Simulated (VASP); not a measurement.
# KF in VASP: notebook, part 2 of 3

VASP 6.6.1. Earlier steps stand in the parts before.

## 4. Single point, PBE (epitaxial 111 strain -2.3%)

INCAR reads:

```
SYSTEM = KF
PREC     = Accurate       ! precision mode
ENCUT    = 520            ! plane-wave cutoff, eV
EDIFF    = 1E-6           ! SCF threshold, eV
ISMEAR   = -1             ! smearing method
SIGMA    = 0.02           ! smearing width, eV
LREAL    = .False.        ! projectors in reciprocal space
LASPH    = .True.         ! aspherical terms in the spheres
NELM     = 80             ! most SCF steps
ALGO     = Normal         ! electronic algorithm
ISIF     = 2              ! what is computed and relaxed
LWAVE    = .False.        ! write WAVECAR
LCHARG   = .False.        ! write CHGCAR
GGA      = PE             ! functional
NBANDS   = 15             ! bands
```

KPOINTS reads:

```
regular mesh
0
Gamma
  8 8 8
  0 0 0
```

POSCAR reads:

```
KF
1.0
    0.0964640140      2.9655253707      2.9655253707
    2.9655253707      0.0964640140      2.9655253707
    2.9655253707      2.9655253707      0.0964640140
K F
1 1
Direct
    0.0035807081      0.0035807081      0.0035807081
    0.2464192919      0.2464192919      0.2464192919
```

Potentials or basis: VASP PAW PBE potentials, release 64 (K_sv, F).

Command:

```sh
> cat potpaw_PBE.64/K_sv/POTCAR potpaw_PBE.64/F/POTCAR > POTCAR
> mpirun -np 1 vasp_std > vasp.out
```

OUTCAR:

```text
SYSTEM = KF
   PREC = Accurate
   ENCUT = 520
   EDIFF = 1E-6
   ISMEAR = -1
   LREAL = .False.
   LASPH = .True.
   NELM = 80
   ISIF = 2
   GGA = PE

 ion  position               nearest neighbor table
   1  0.004  0.004  0.004-   2 2.53   2 2.53   2 2.53   2 2.54
   2  0.246  0.246  0.246-   1 2.53   1 2.53   1 2.53   1 2.54

  LATTYP: Found a trigonal (rhomboedric) cell.
 ALAT       =     4.1949954415
 COS(alpha) =     0.5322468880

  Lattice vectors:

 A1 = (   0.0964640140,   2.9655253707,   2.9655253707)
 A2 = (   2.9655253707,   0.0964640140,   2.9655253707)
 A3 = (   2.9655253707,   2.9655253707,   0.0964640140)

Analysis of symmetry for initial positions (statically):
=====================================================================
 Subroutine PRICEL returns:
 Original cell was already a primitive cell.

 Routine SETGRP: Setting up the symmetry group for a
 trigonal (rhombohedral) supercell.

 Subroutine GETGRP returns: Found  6 space group operations
 (whereof  6 operations were pure point group operations)
 out of a pool of 12 trial point group operations.

The static configuration has the point symmetry C_3v.

Analysis of symmetry for dynamics (positions and initial velocities):
=====================================================================
 Subroutine PRICEL returns:
 Original cell was already a primitive cell.

 Routine SETGRP: Setting up the symmetry group for a
 trigonal (rhombohedral) supercell.

 Subroutine GETGRP returns: Found  6 space group operations
 (whereof  6 operations were pure point group operations)
 out of a pool of 12 trial point group operations.

The dynamic configuration has the point symmetry C_3v.

 Subroutine INISYM returns: Found  6 space group operations
 (whereof  6 operations are pure point group operations),
 and found     1 'primitive' translations

----------------------------------------------------------------------------------------

[... 115 lines left out ...]
  Thomas-Fermi vector in A             =   2.259306
   LORBIT       =      0    0 simple, 1 ext, 2 COOP (PROOUT), +10 PAW based schemes
   GGA     = PE    functional components
   LHFCALC =     F    Hartree Fock is set to
   AEXX    =    0.0000 exact exchange contribution
   IVDW    =     0    specifies the selected vdW correction
   LEPSILON=     F    determine dielectric tensor
   LRPA    =     F    only Hartree local field effects (RPA)
 non-spin polarized calculation
  energy-cutoff  :      520.00
  volume of cell :       49.62
 maximum number of plane-waves:      1360
   NGX = 15   NGY = 15   NGZ = 15

 number of electron      16.0000000 magnetization

 Free energy of the ion-electron system (eV)
  ---------------------------------------------------
  ext. energy  EPLUGINS =         0.00000000
  ---------------------------------------------------
  free energy    TOTEN  =        -8.11019873 eV

  energy without entropy =       -8.11019873  energy(sigma->0) =       -8.11019873

 E-fermi :  -3.1479     XC(G=0):  -7.0932

 val. band max:       -3.6039918759   @ k =   0.5000   0.5000   0.0000
 cond. band min:       1.5963468807   @ k =   0.0000   0.0000   0.0000
 fundamental gap:      5.2003387566
 Fermi energy:        -3.1479236113

 k-point     1 :       0.0000    0.0000    0.0000
  band No.  band energies     occupation
      1     -29.7579      2.00000
      2     -22.1476      2.00000
      3     -13.1582      2.00000
      4     -13.1542      2.00000
      5     -13.1542      2.00000
      6      -3.8604      2.00000
      7      -3.8108      2.00000
      8      -3.8108      2.00000
      9       1.5963      0.00000
     10       8.1206      0.00000
     11       8.1206      0.00000
     12       8.2154      0.00000
     13       8.5352      0.00000
     14       8.5352      0.00000
[... 401 lines left out ...]
      2     -22.2101      2.00000
      3     -13.2725      2.00000
      4     -13.1879      2.00000
      5     -13.1642      2.00000
      6      -3.8954      2.00000
      7      -3.7612      2.00000
      8      -3.7582      2.00000
      9       3.2339      0.00000
     10       6.7621      0.00000
     11       7.4764      0.00000
     12       7.5620      0.00000
     13       9.2118      0.00000
     14       9.3095      0.00000
     15      11.0425      0.00000

 [... further k-points ...]
[... 5 lines left out ...]
  --------------------------------------------------------------------------------------
  -------------------------------------------------------------------------------------
  Total        0.4295115      0.4295115      0.4295115     -0.0668305     -0.0668305     -0.0668305
  in kB       13.8697114     13.8697114     13.8697114     -2.1580790     -2.1580790     -2.1580790
  external PRESSURE =      13.8697114 kB  Pullay stress =       0.0000000 kB

 VOLUME and BASIS-vectors are now :
 -----------------------------------------------------------------------------
  energy-cutoff  :      520.00
  volume of cell :       49.62
      direct lattice vectors                 reciprocal lattice vectors
     0.096464014  2.965525371  2.965525371    -0.177062080  0.171483969  0.171483969
     2.965525371  0.096464014  2.965525371     0.171483969 -0.177062080  0.171483969
     2.965525371  2.965525371  0.096464014     0.171483969  0.171483969 -0.177062080

 POSITION                                       TOTAL-FORCE (eV/Angst)
 -----------------------------------------------------------------------------------
      0.02158      0.02158      0.02158         0.001762      0.001762      0.001762
      1.48530      1.48530      1.48530        -0.001762     -0.001762     -0.001762
 -----------------------------------------------------------------------------------
    total drift:                               -0.000429     -0.000429     -0.000429

  FREE ENERGIE OF THE ION-ELECTRON SYSTEM (eV)
  ---------------------------------------------------
  free  energy   TOTEN  =        -8.1101987303 eV

  energy  without entropy=       -8.1101987303  energy(sigma->0) =       -8.11019873
```

OSZICAR:

```text
N       E                     dE             d eps       ncg     rms          rms(c)
DAV:   1     0.108189281445E+03    0.10819E+03   -0.78544E+03  1950   0.994E+02
DAV:   2    -0.456491167354E+01   -0.11275E+03   -0.10279E+03  2527   0.271E+02
DAV:   3    -0.950329349281E+01   -0.49384E+01   -0.49178E+01  2667   0.516E+01
DAV:   4    -0.967730892507E+01   -0.17402E+00   -0.17400E+00  2618   0.865E+00
DAV:   5    -0.967882811110E+01   -0.15192E-02   -0.15192E-02  2698   0.851E-01    0.688E+00
DAV:   6    -0.814919999242E+01    0.15296E+01   -0.45832E+00  2139   0.162E+01    0.401E+00
DAV:   7    -0.810642239695E+01    0.42778E-01   -0.12349E-01  2136   0.256E+00    0.237E+00
DAV:   8    -0.810481629591E+01    0.16061E-02   -0.78393E-02  2104   0.262E+00    0.322E-01
DAV:   9    -0.810825338486E+01   -0.34371E-02   -0.86088E-03  2361   0.595E-01    0.148E-01
DAV:  10    -0.811024074637E+01   -0.19874E-02   -0.23209E-03  2013   0.407E-01    0.589E-02
DAV:  11    -0.811018752650E+01    0.53220E-04   -0.16978E-04  2601   0.105E-01    0.177E-02
DAV:  12    -0.811019750726E+01   -0.99808E-05   -0.19241E-05  2163   0.361E-02    0.438E-03
DAV:  13    -0.811019875690E+01   -0.12496E-05   -0.16902E-06  2332   0.110E-02    0.265E-03
DAV:  14    -0.811019873035E+01    0.26554E-07   -0.41808E-07  1843   0.539E-03
   1 F= -.81101987E+01 E0= -.81101987E+01  d E =-.149269E-10
```

stdout:

```text
POSCAR found type information on POSCAR K F
 POSCAR found :  2 types and       2 ions
 scaLAPACK will be used
 LDA part: xc-table for (Slater+PW92), standard interpolation
 POSCAR, INCAR and KPOINTS ok, starting setup
 FFT: planning ... GRIDC
 FFT: planning ... GRID_SOFT
 FFT: planning ... GRID
 WAVECAR not read
 entering main loop
```

Run time: 56 s. Hardware: 1 thread of Intel Xeon 8259CL, shared host; peak memory 0.2 GiB.

What came out:

```
Free energy            : -8.1102 eV
Pressure               : 1.4 GPa
Largest force          : 0.003 eV/Å
Band gap on the k mesh : 5.20 eV (least direct gap 5.41 eV)
```

Forces on the atoms (eV/Å):
```
K    0.002  0.002  0.002
F   -0.002 -0.002 -0.002
```

Stress tensor (GPa, compression positive):
```
 1.39 -0.22 -0.22
-0.22  1.39 -0.22
-0.22 -0.22  1.39
```

Caveat: the cell differs from its parent crystal (epitaxial 111 strain -2.3%).

(Continued in part 3 of 3.)
